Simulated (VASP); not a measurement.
# SnO (Cmc2_1) in VASP: notebook, part 2 of 2

VASP 6.6.1.

### Step 3. Relaxation of cell and atoms, PBE

Input file INCAR:

```
SYSTEM = SnO
ALGO     = Normal         ! electronic algorithm
EDIFF    = 1E-7           ! SCF threshold, eV
EDIFFG   = -0.04          ! ionic threshold
ENCUT    = 600            ! plane-wave cutoff, eV
GGA      = PE             ! functional
IBRION   = 2              ! ionic algorithm
ISIF     = 3              ! what is computed and relaxed
ISMEAR   = 0              ! smearing method
LASPH    = .TRUE.         ! aspherical terms in the spheres
LCHARG   = .FALSE.        ! write CHGCAR
LREAL    = .FALSE.        ! projectors in reciprocal space
LWAVE    = .FALSE.        ! write WAVECAR
NELM     = 100            ! most SCF steps
NSW      = 90             ! ionic steps
PREC     = Accurate       ! precision mode
SIGMA    = 0.1            ! smearing width, eV
```

Input file KPOINTS:

```
k-points
0
G
  4 4 2
  0 0 0
```

Input file POSCAR:

```
SnO
1.0
    2.5000000000     -2.8600000000      0.0000000000
    2.5000000000      2.8600000000      0.0000000000
    0.0000000000      0.0000000000     11.1200000000
Sn O
4 4
Direct
    0.0000000000      0.0000000000      0.0000000000
    0.0000000000      0.0000000000      0.5000000000
    0.5590000000      0.4410000000      0.2540000000
    0.4410000000      0.5590000000      0.7540000000
    0.9300000000      0.4300000000      0.3800000000
    0.0700000000      0.5700000000      0.8800000000
    0.5700000000      0.0700000000      0.3800000000
    0.4300000000      0.9300000000      0.8800000000
```

Potentials or basis: VASP PAW PBE potentials, release 64 (Sn_d, O).

Launch:

```bash
$ cat potpaw_PBE.64/Sn_d/POTCAR potpaw_PBE.64/O/POTCAR > POTCAR
$ mpirun -np 1 vasp_std > vasp.out
```

OUTCAR:

```text
SYSTEM = SnO
   EDIFF = 1E-7
   EDIFFG = -0.04
   ENCUT = 600
   GGA = PE
   IBRION = 2
   ISIF = 3
   ISMEAR = 0
   LASPH = .TRUE.
   LREAL = .FALSE.
   NELM = 100
   NSW = 90
   PREC = Accurate

 ion  position               nearest neighbor table
   1  0.000  0.000  0.000-   6 2.15   8 2.15   6 2.53   8 2.53   4 3.72   4 3.72   4 3.72
   2  0.000  0.000  0.500-   5 2.15   7 2.15   7 2.53   5 2.53   3 3.72   3 3.72   3 3.72
   3  0.559  0.441  0.254-   5 1.99   7 1.99   7 2.77   5 2.77   2 3.72   2 3.72   2 3.72
   4  0.441  0.559  0.754-   6 1.99   8 1.99   6 2.77   8 2.77   1 3.72   1 3.72   1 3.72
   5  0.930  0.430  0.380-   7 1.80   3 1.99   2 2.15   2 2.53   3 2.77
   6  0.070  0.570  0.880-   8 1.80   4 1.99   1 2.15   1 2.53   4 2.77
   7  0.570  0.070  0.380-   5 1.80   3 1.99   2 2.15   2 2.53   3 2.77
   8  0.430  0.930  0.880-   6 1.80   4 1.99   1 2.15   1 2.53   4 2.77

  LATTYP: Found a base centered orthorhombic cell.
 ALAT       =     5.0000000000
 B/A-ratio  =     1.1440000000
 C/A-ratio  =     2.2240000000

  Lattice vectors:

 A1 = (   2.5000000000,  -2.8600000000,   0.0000000000)
 A2 = (   2.5000000000,   2.8600000000,   0.0000000000)
 A3 = (   0.0000000000,   0.0000000000,  11.1200000000)

Analysis of symmetry for initial positions (statically):
=====================================================================
 Subroutine PRICEL returns:
 Original cell was already a primitive cell.

 Routine SETGRP: Setting up the symmetry group for a
 base centered orthorhombic supercell.

 Subroutine GETGRP returns: Found  4 space group operations
[... 255 lines left out ...]
 E-fermi :   4.3932     XC(G=0):  -9.1335

 val. band max:        4.1932078294   @ k =   0.0000   0.0000   0.0000
 cond. band min:       4.6064852115   @ k =   0.5000   0.5000   0.0000
 fundamental gap:      0.4132773821
 Fermi energy:         4.3931919006

 k-point     1 :       0.0000    0.0000    0.0000
  band No.  band energies     occupation
      1     -17.1447      2.00000
      2     -17.1424      2.00000
      3     -17.1010      2.00000
      4     -17.1007      2.00000
      5     -17.0205      2.00000
      6     -17.0170      2.00000
[... 738 lines left out ...]
  FREE ENERGIE OF THE ION-ELECTRON SYSTEM (eV)
  ---------------------------------------------------
  free  energy   TOTEN  =       -43.5537123125 eV

  energy  without entropy=      -43.5536456378  energy(sigma->0) =      -43.55367898

[... ionic steps 4 to 13 ...]

--------------------------------------- Ionic step       14  -------------------------------------------

 number of electron      80.0000000 magnetization

------------------------ aborting loop because EDIFF is reached ----------------------------------------
[... 79 lines left out ...]
--------------------------------------- Ionic step       16  -------------------------------------------

 number of electron      79.9999997 magnetization

 Free energy of the ion-electron system (eV)
  ---------------------------------------------------
  ext. energy  EPLUGINS =         0.00000000
  ---------------------------------------------------
  free energy    TOTEN  =       -45.44947204 eV

  energy without entropy =      -45.44946351  energy(sigma->0) =      -45.44946778

 E-fermi :   6.3613     XC(G=0):  -9.8091

 val. band max:        6.1154166185   @ k =   0.0000   0.0000   0.0000
 cond. band min:       6.6137472242   @ k =   0.5000   0.5000   0.0000
 fundamental gap:      0.4983306056
 Fermi energy:         6.3612564230

 k-point     1 :       0.0000    0.0000    0.0000
  band No.  band energies     occupation
      1     -15.6224      2.00000
      2     -15.6134      2.00000
      3     -15.2734      2.00000
      4     -15.2643      2.00000
      5     -15.2582      2.00000
      6     -15.2579      2.00000
[... 738 lines left out ...]
  FREE ENERGIE OF THE ION-ELECTRON SYSTEM (eV)
  ---------------------------------------------------
  free  energy   TOTEN  =       -45.4494720438 eV

  energy  without entropy=      -45.4494635085  energy(sigma->0) =      -45.44946778

 reached required accuracy - stopping structural energy minimisation
```

OSZICAR:

```text
N       E                     dE             d eps       ncg     rms          rms(c)
DAV:   1     0.112746526373E+04    0.11275E+04   -0.41500E+04  1464   0.266E+03
DAV:   2     0.186377893477E+03   -0.94109E+03   -0.90645E+03  1360   0.774E+02
DAV:   3    -0.256014631024E+02   -0.21198E+03   -0.19995E+03  1520   0.264E+02
[... 201 lines left out ...]
DAV:   4    -0.454494711490E+02    0.45759E-04   -0.68331E-05  2008   0.958E-02    0.103E-02
DAV:   5    -0.454494726938E+02   -0.15448E-05   -0.42942E-05  1504   0.459E-02    0.562E-03
DAV:   6    -0.454494722155E+02    0.47829E-06   -0.25226E-06  1544   0.134E-02    0.328E-03
DAV:   7    -0.454494720737E+02    0.14182E-06   -0.39656E-07  1312   0.563E-03    0.105E-03
DAV:   8    -0.454494720438E+02    0.29935E-07   -0.60924E-08   864   0.361E-03
  16 F= -.45449472E+02 E0= -.45449468E+02  d E =-.675210E-03
```

CONTCAR:

```text
SnO
   1.00000000000000
     2.7343254573411873   -2.7362036322932899    0.0000000000000000
     2.7343254573411873    2.7362036322932899    0.0000000000000000
     0.0000000000000000    0.0000000000000000   10.1547793573837808
  Sn              O
     4     4
Direct
     0.9882702925384740    0.0117297074615259    0.9928600827183283
     0.0117297074615259    0.9882702925384740    0.4928600827183282
     0.5120810158410695    0.4879189841589304    0.2639363750405925
     0.4879189841589304    0.5120810158410695    0.7639363750405925
     0.0125587168398152    0.4875404773955128    0.3786017711205411
     0.9874412831601845    0.5124595226044871    0.8786017711205409
     0.5124595226044871    0.9874412831601845    0.3786017711205411
     0.4875404773955128    0.0125587168398152    0.8786017711205409

  0.00000000E+00  0.00000000E+00  0.00000000E+00
  0.00000000E+00  0.00000000E+00  0.00000000E+00
  0.00000000E+00  0.00000000E+00  0.00000000E+00
  0.00000000E+00  0.00000000E+00  0.00000000E+00
  0.00000000E+00  0.00000000E+00  0.00000000E+00
  0.00000000E+00  0.00000000E+00  0.00000000E+00
  0.00000000E+00  0.00000000E+00  0.00000000E+00
  0.00000000E+00  0.00000000E+00  0.00000000E+00
```

Run time: 15 min. Hardware: 1 thread of Intel Xeon 6975P-C (Granite Rapids), shared host; peak memory 0.33 GiB.

What came out:

```yaml
Free_energy: -45.4495 eV
Relaxed_volume: 18.99 Å³/atom
Relaxed_cell: a = 3.868 Å, b = 3.868 Å, c = 10.155 Å, α = 90.00°, β = 90.00°, γ = 90.04°
Space_group_after_relaxing_to_0.1_Å: Cmce (No. 64)
Energy_gained_by_relaxing: 945.2 meV/atom
Ionic_steps: 16
Pressure_after_relaxing: 0.0 GPa
Largest_force_after_relaxing: 0.037 eV/Å
Band_gap_on_the_k_mesh: 0.50 eV (least direct gap 1.73 eV)
```

Forces on the atoms (eV/Å):
```
Sn   0.000 -0.009  0.027
Sn   0.000  0.009  0.027
Sn   0.000  0.018  0.002
Sn   0.000 -0.018  0.002
O   -0.002  0.034 -0.015
O    0.002 -0.034 -0.015
O    0.002  0.034 -0.015
O   -0.002 -0.034 -0.015
```

Step by step:
| step | energy change (eV) | largest force (eV/Å) | pressure (GPa) | volume (Å³) |
| --- | --- | --- | --- | --- |
| 1 | 0.0000 | 8.9206 | 10.08 | 159.02 |
| 2 | -4.7013 | 3.5440 | -12.68 | 187.70 |
| 3 | -5.6662 | 3.2547 | -10.30 | 176.67 |
| 4 | -7.1545 | 1.4609 | 2.90 | 151.10 |
| 5 | -7.2763 | 0.8538 | -1.09 | 156.26 |
| 6 | -7.4127 | 0.6574 | 0.09 | 153.87 |
| 7 | -7.4470 | 0.7230 | 1.15 | 151.98 |
| 8 | -7.5081 | 0.4068 | -0.80 | 153.78 |
| 9 | -7.5106 | 0.4135 | -1.23 | 154.23 |
| 10 | -7.5538 | 0.1671 | 0.08 | 151.97 |
| 11 | -7.5543 | 0.1843 | 0.25 | 151.71 |
| 12 | -7.5602 | 0.0609 | -0.12 | 152.20 |
| 13 | -7.5605 | 0.0534 | -0.21 | 152.32 |
| 14 | -7.5612 | 0.0615 | 0.17 | 151.79 |
| 15 | -7.5613 | 0.0470 | 0.09 | 151.90 |
| 16 | -7.5620 | 0.0368 | 0.03 | 151.95 |

Final structure:
```cif
data_structure
_symmetry_space_group_name_H-M 'P 1'
_symmetry_Int_Tables_number 1
_cell_length_a 3.8682
_cell_length_b 3.8682
_cell_length_c 10.1548
_cell_angle_alpha 90.000
_cell_angle_beta 90.000
_cell_angle_gamma 90.039
_cell_volume 151.95
loop_
_atom_site_label
_atom_site_type_symbol
_atom_site_fract_x
_atom_site_fract_y
_atom_site_fract_z
_atom_site_occupancy
Sn1 Sn 0.98827 0.01173 0.99286 1
Sn2 Sn 0.01173 0.98827 0.49286 1
Sn3 Sn 0.51208 0.48792 0.26394 1
Sn4 Sn 0.48792 0.51208 0.76394 1
O1 O 0.01256 0.48754 0.37860 1
O2 O 0.98744 0.51246 0.87860 1
O3 O 0.51246 0.98744 0.37860 1
O4 O 0.48754 0.01256 0.87860 1
```

Levels at points of the mesh, in eV from the valence-band top:
| k point | band 36 | band 37 | band 38 | band 39 | band 40 | band 41 | band 42 | band 43 | band 44 | band 45 |
| --- | --- | --- | --- | --- | --- | --- | --- | --- | --- | --- |
| (0.00, 0.00, 0.00) | -2.87 | -2.87 | -2.86 | -1.95 | 0.00 | 1.73 | 1.90 | 3.31 | 3.31 | 3.75 |
| (0.50, 0.00, 0.00) | -4.42 | -2.35 | -2.35 | -1.53 | -1.52 | 2.44 | 2.45 | 3.03 | 3.04 | 5.53 |
| (0.50, 0.50, 0.00) | -2.23 | -2.22 | -2.22 | -1.77 | -1.74 | 0.50 | 0.51 | 2.60 | 2.61 | 3.68 |
| (0.00, 0.00, 0.50) | -2.88 | -2.87 | -2.87 | -0.69 | -0.69 | 1.69 | 1.69 | 3.82 | 3.82 | 3.82 |
| (0.50, 0.00, 0.50) | -4.44 | -2.01 | -2.01 | -1.83 | -1.83 | 2.64 | 2.64 | 2.83 | 2.83 | 5.63 |
| (0.50, 0.50, 0.50) | -2.22 | -2.08 | -2.08 | -2.06 | -2.06 | 1.24 | 1.24 | 1.26 | 1.26 | 4.99 |

Caveat: semilocal functionals underestimate gaps, and a narrow one can read as zero; spin-orbit coupling is left out, which moves the levels of the heavy elements. A k mesh can miss the band edges.
